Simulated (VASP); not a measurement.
# W (R-3m) in VASP: single point with PBE

Aim: the single point of W with PBE.

All numbers are computed with VASP 6.6.1; they aren't measurements. Logs are shortened: lines on timing, memory, paths and dates and some standing lists are left out, and cuts for length are marked.

**1. The cell of the first run**

It takes space group R-3m (No. 166, trigonal). Conventional cell: a = 2.784 Å, b = 2.784 Å, c = 22.096 Å, α = 90.00°, β = 90.00°, γ = 120.00°. Within 3.7 Å of W (site symmetry -3m) lie 12 W at 2.78 to 2.93 Å. W (site symmetry 3m) has 12 W at 2.78 to 2.94 Å within 3.7 Å.

**2. Single point, PBE**

INCAR reads:

```
PREC = Accurate
ENCUT = 520
EDIFF = 1E-6
ISMEAR = 0
SIGMA = 0.1
LREAL = F
LASPH = T
NELM = 80
ALGO = Fast
ISIF = 2
LWAVE = F
LCHARG = T
GGA = PE
LELF = T
LVHAR = T
NBANDS = 28
```

KPOINTS reads:

```
Automatic mesh
0
Gamma
  18 18 18
```

POSCAR reads:

```
W
1.0
    1.3920628625      0.8037078684      7.3654331689
   -1.3920628625      0.8037078684      7.3654331689
    0.0000000000     -1.6074157367      7.3654331689
W
3
Direct
    0.0000000000      0.0000000000      0.0000000000
    0.2223994933      0.2223994933      0.2223994933
    0.7776005067      0.7776005067      0.7776005067
```

Potentials or basis: VASP PAW PBE potentials, release 64 (W_sv).

Started as:

```sh
$ cat potpaw_PBE.64/W_sv/POTCAR > POTCAR
$ mpirun -np 1 vasp_std > vasp.out
```

OUTCAR:

```text
PREC = Accurate
   ENCUT = 520
   EDIFF = 1E-6
   ISMEAR = 0
   LREAL = F
   LASPH = T
   NELM = 80
   ISIF = 2
   GGA = PE

 ion  position               nearest neighbor table
   1  0.000  0.000  0.000-   3 2.93   2 2.93   3 2.93   3 2.93   2 2.93   2 2.93
   2  0.222  0.222  0.222-   1 2.93   1 2.93   1 2.93   3 2.94   3 2.94   3 2.94
   3  0.778  0.778  0.778-   1 2.93   1 2.93   1 2.93   2 2.94   2 2.94   2 2.94

  LATTYP: Found a trigonal (rhomboedric) cell.
 ALAT       =     7.5387924176
 COS(alpha) =     0.9318063211

  Lattice vectors:

 A1 = (   1.3920628625,   0.8037078684,   7.3654331689)
 A2 = (  -1.3920628625,   0.8037078684,   7.3654331689)
 A3 = (   0.0000000000,  -1.6074157367,   7.3654331689)

Analysis of symmetry for initial positions (statically):
=====================================================================
 Subroutine PRICEL returns:
 Original cell was already a primitive cell.

 Routine SETGRP: Setting up the symmetry group for a
 trigonal (rhombohedral) supercell.

 Subroutine GETGRP returns: Found 12 space group operations
 (whereof 12 operations were pure point group operations)
 out of a pool of 12 trial point group operations.

The static configuration has the point symmetry D_3d.

Analysis of symmetry for dynamics (positions and initial velocities):
=====================================================================
 Subroutine PRICEL returns:
 Original cell was already a primitive cell.

 Routine SETGRP: Setting up the symmetry group for a
 trigonal (rhombohedral) supercell.

 Subroutine GETGRP returns: Found 12 space group operations
 (whereof 12 operations were pure point group operations)
 out of a pool of 12 trial point group operations.

The dynamic configuration has the point symmetry D_3d.

 Subroutine INISYM returns: Found 12 space group operations
 (whereof 12 operations are pure point group operations),
 and found     1 'primitive' translations

----------------------------------------------------------------------------------------

                                     Primitive cell

  volume of cell :      49.4432

  direct lattice vectors                    reciprocal lattice vectors
     1.392062862  0.803707868  7.365433169     0.359179182  0.207372197  0.045256447
    -1.392062862  0.803707868  7.365433169    -0.359179182  0.207372197  0.045256447
     0.000000000 -1.607415737  7.365433169     0.000000000 -0.414744395  0.045256447

  length of vectors
     7.538792418  7.538792418  7.538792418     0.417206255  0.417206255  0.417206255

  position of ions in fractional coordinates (direct lattice)
     0.000000000  0.000000000  0.000000000
     0.222399493  0.222399493  0.222399493
     0.777600507  0.777600507  0.777600507

  ion indices of the primitive-cell ions
   primitive index   ion index
                 1           1
                 2           2
                 3           3

----------------------------------------------------------------------------------------

 KPOINTS: Automatic mesh

Automatic generation of k-mesh.
 Grid dimensions read from file:
 generate k-points for:   18   18   18

 Generating k-lattice:

  Cartesian coordinates                     Fractional coordinates (reciprocal lattice)
     0.019954399  0.011520678  0.002514247     0.055555556  0.000000000  0.000000000
    -0.019954399  0.011520678  0.002514247     0.000000000  0.055555556  0.000000000
     0.000000000 -0.023041355  0.002514247    -0.000000000 -0.000000000  0.055555556

  Length of vectors
     0.023178125  0.023178125  0.023178125

  Shift w.r.t. Gamma in fractional coordinates (k-lattice)
     0.000000000  0.000000000  0.000000000

 Subroutine IBZKPT returns following result:
 ===========================================

 Found    580 irreducible k-points:

 Following reciprocal coordinates:
            Coordinates               Weight
  0.000000  0.000000  0.000000      1.000000
  0.055556 -0.000000 -0.000000      6.000000
  0.111111 -0.000000 -0.000000      6.000000
  0.166667 -0.000000  0.000000      6.000000
  0.222222 -0.000000 -0.000000      6.000000
  0.277778 -0.000000 -0.000000      6.000000
[... 16 lines left out ...]
 -0.277778  0.055556  0.000000     12.000000
 -0.222222  0.055556  0.000000     12.000000
 [... further k-points ...]
   k-points           NKPTS =    580   k-points in BZ     NKDIM =    580   number of bands    NBANDS=     28
   number of dos      NEDOS =    301   number of ions     NIONS =      3
   total plane-waves  NPLWV = 175616
   dimension x,y,z NGX =    56 NGY =   56 NGZ =   56
   dimension x,y,z NGXF=   112 NGYF=  112 NGZF=  112
   ions per type =               3
   NGX,Y,Z   is equivalent  to a cutoff of  12.35, 12.35, 12.35 a.u.
   NGXF,Y,Z  is equivalent  to a cutoff of  24.70, 24.70, 24.70 a.u.
 SYSTEM =  unknown system
   PREC   = accura    normal or accurate (medium, high low for compatibility)
   ISTART =      0    job   : 0-new  1-cont  2-samecut
   ICHARG =      2    charge: 1-file 2-atom 10-const
   ISPIN  =      1    spin polarized calculation?
   LNONCOLLINEAR =      F non collinear calculations
   LSORBIT =      F    spin-orbit coupling
   LASPH  =      T    aspherical Exc in radial PAW
   ENCUT  =  520.0 eV  38.22 Ry    6.18 a.u.  14.02 14.02 14.02*2*pi/ulx,y,z
   NELM   =     80;   NELMIN=  2; NELMDL= -5     # of ELM steps
   EDIFF  = 0.1E-05   stopping-criterion for ELM
   LREAL  =      F    real-space projection
   EDIFFG = 0.1E-04   stopping-criterion for IOM
   NSW    =      0    number of steps for IOM
   IBRION =     -1    ionic relax: 0-MD 1-quasi-New 2-CG
   NFREE  =      0    steps in history (QN), initial steepest desc. (CG)
   ISIF   =      2    stress and relaxation
   ISYM   =      2    0-nonsym 1-usesym 2-fastsym
   POTIM  = 0.5000    time-step for ionic-motion
   TEBEG  =    0.0;   TEEND  =   0.0 temperature during run
   PSTRESS=    0.0 pullay stress
   NELECT =      42.0000    total number of electrons
   NUPDOWN=      -1.0000    fix difference up-down
   EMIN   =  10.00;   EMAX   =-10.00  energy-range for DOS
   EFERMI =   0.00;   METHOD = LEGACY
   ISMEAR =     0;   SIGMA  =   0.10  broadening in eV -4-tet -1-fermi 0-gaus
   EFERMI_NEDOS =   21; number of points for ismear=-14 and -15
   IALGO  =     68    algorithm
   IMIX   =      4    mixing-type and parameters
     AMIX     =   0.40;   BMIX     =  1.00
     AMIX_MAG =   1.60;   BMIX_MAG =  1.00
  volume/ion in A,a.u.               =      16.48       111.22
  Fermi-wavevector in a.u.,A,eV,Ry     =   1.550443  2.929912 32.706672  2.403873
  Thomas-Fermi vector in A             =   2.655105
   LORBIT       =      0    0 simple, 1 ext, 2 COOP (PROOUT), +10 PAW based schemes
   GGA     = PE    functional components
   LHFCALC =     F    Hartree Fock is set to
   AEXX    =    0.0000 exact exchange contribution
   IVDW    =     0    specifies the selected vdW correction
   LEPSILON=     F    determine dielectric tensor
   LRPA    =     F    only Hartree local field effects (RPA)
 non-spin polarized calculation
 RMM-DIIS sequential band-by-band and
 Gauss-broadening in eV      SIGMA  =   0.10
  energy-cutoff  :      520.00
  volume of cell :       49.44
 maximum number of plane-waves:      1347
   NGX = 29   NGY = 29   NGZ = 29

 number of electron      42.0000001 magnetization

 Free energy of the ion-electron system (eV)
  ---------------------------------------------------
  ext. energy  EPLUGINS =         0.00000000
  ---------------------------------------------------
  free energy    TOTEN  =       -37.41040492 eV

  energy without entropy =      -37.39341087  energy(sigma->0) =      -37.40190790

 E-fermi :  10.5353     XC(G=0): -13.4044

 val. band max:       10.5338111411   @ k =   0.5000   0.0556   0.0556
 cond. band min:      10.5355181241   @ k =  -0.4444   0.1667   0.1667
 fundamental gap:      0.0017069830
 Fermi energy:        10.5353028496

 k-point     1 :       0.0000    0.0000    0.0000
  band No.  band energies     occupation
      1     -63.2490      2.00000
      2     -63.2027      2.00000
      3     -63.1737      2.00000
      4     -27.7506      2.00000
      5     -27.7413      2.00000
      6     -27.0395      2.00000
[... 20 lines left out ...]
     27      14.2145      0.00000
     28      14.2181      0.00000

 k-point     2 :       0.0556   -0.0000   -0.0000
  band No.  band energies     occupation
      1     -63.2457      2.00000
      2     -63.2002      2.00000
      3     -63.1710      2.00000
      4     -27.7547      2.00000
      5     -27.7238      2.00000
      6     -27.0415      2.00000
[... 20 lines left out ...]
     27      14.2374      0.00000
     28      14.2952      0.00000

 k-point     3 :       0.1111   -0.0000   -0.0000
  band No.  band energies     occupation
      1     -63.2360      2.00000
      2     -63.1927      2.00000
      3     -63.1632      2.00000
      4     -27.7481      2.00000
      5     -27.6933      2.00000
      6     -27.0488      2.00000
[... 20 lines left out ...]
     27      14.2606      0.00000
     28      14.4054      0.00000

 k-point     4 :       0.1667   -0.0000    0.0000
  band No.  band energies     occupation
      1     -63.2211      2.00000
      2     -63.1814      2.00000
      3     -63.1514      2.00000
      4     -27.7295      2.00000
      5     -27.6611      2.00000
      6     -27.1494      2.00000
[... 20 lines left out ...]
     27      14.2499      0.00000
     28      14.5134      0.00000

 k-point     5 :       0.2222   -0.0000   -0.0000
  band No.  band energies     occupation
      1     -63.2025      2.00000
      2     -63.1674      2.00000
      3     -63.1370      2.00000
      4     -27.7064      2.00000
      5     -27.6455      2.00000
      6     -27.3186      2.00000
[... 20 lines left out ...]
     27      14.2432      0.00000
     28      14.6141      0.00000

 k-point     6 :       0.2778   -0.0000   -0.0000
  band No.  band energies     occupation
      1     -63.1824      2.00000
      2     -63.1526      2.00000
      3     -63.1218      2.00000
      4     -27.7091      2.00000
      5     -27.6783      2.00000
      6     -27.4923      2.00000
[... 463 lines left out ...]
      5     -27.8895      2.00000
      6     -27.8440      2.00000
[... 20 lines left out ...]
     27      15.6332      0.00000
     28      15.8976      0.00000

 k-point    22 :      -0.3333    0.0556    0.0000
  band No.  band energies     occupation
      1     -63.1533      2.00000
      2     -63.1318      2.00000
      3     -63.1008      2.00000
      4     -27.8589      2.00000
      5     -27.8057      2.00000
      6     -27.7299      2.00000
[... 20 lines left out ...]
     27      15.1515      0.00000
     28      15.3800      0.00000

 k-point    23 :      -0.2778    0.0556    0.0000
  band No.  band energies     occupation
      1     -63.1712      2.00000
      2     -63.1441      2.00000
      3     -63.1135      2.00000
      4     -27.7457      2.00000
      5     -27.7158      2.00000
      6     -27.5773      2.00000
[... 20 lines left out ...]
     27      14.4668      0.00000
     28      14.7347      0.00000

 k-point    24 :      -0.2222    0.0556    0.0000
  band No.  band energies     occupation
      1     -63.1909      2.00000
      2     -63.1583      2.00000
      3     -63.1282      2.00000
      4     -27.6909      2.00000
      5     -27.6651      2.00000
      6     -27.4051      2.00000
[... 20 lines left out ...]
     27      14.1732      0.00000
     28      14.3966      0.00000

 [... further k-points ...]

------------------------ aborting loop because EDIFF is reached ----------------------------------------

  FORCE on cell =-STRESS in cart. coord.  units (eV):
  Direction    XX          YY          ZZ          XY          YZ          ZX
  --------------------------------------------------------------------------------------
  -------------------------------------------------------------------------------------
  Total        0.1737956      0.1737956      0.1316569     -0.0000000      0.0000000      0.0000000
  in kB        5.6317434      5.6317434      4.2662614     -0.0000000      0.0000000      0.0000000
  external PRESSURE =       5.1765827 kB  Pullay stress =       0.0000000 kB

 VOLUME and BASIS-vectors are now :
 -----------------------------------------------------------------------------
  energy-cutoff  :      520.00
  volume of cell :       49.44
      direct lattice vectors                 reciprocal lattice vectors
     1.392062862  0.803707868  7.365433169     0.359179182  0.207372197  0.045256447
    -1.392062862  0.803707868  7.365433169    -0.359179182  0.207372197  0.045256447
     0.000000000 -1.607415737  7.365433169     0.000000000 -0.414744395  0.045256447

 POSITION                                       TOTAL-FORCE (eV/Angst)
 -----------------------------------------------------------------------------------
      0.00000      0.00000      0.00000         0.000000      0.000000      0.000000
      0.00000      0.00000      4.91421         0.000000     -0.000000     -0.001494
      0.00000      0.00000     17.18209         0.000000      0.000000      0.001494
 -----------------------------------------------------------------------------------
    total drift:                               -0.000000      0.000000     -0.000000

  FREE ENERGIE OF THE ION-ELECTRON SYSTEM (eV)
  ---------------------------------------------------
  free  energy   TOTEN  =       -37.4104049232 eV

  energy  without entropy=      -37.3934108695  energy(sigma->0) =      -37.40190790
```

Wall time 46 min (1 thread of Intel Xeon Platinum 8488C (Sapphire Rapids), shared host); peak memory 0.86 GiB.

What came out:

- Free energy: -37.4104 eV
- Pressure: 0.5 GPa
- Band gap on the k mesh: zero (bands 21 and 22 overlap by 1.36 eV)

Stress tensor (GPa, compression positive):
```
0.56 0.00 0.00
0.00 0.56 0.00
0.00 0.00 0.43
```

Caveat: spin-orbit coupling is left out, which moves the levels of the heavy elements.
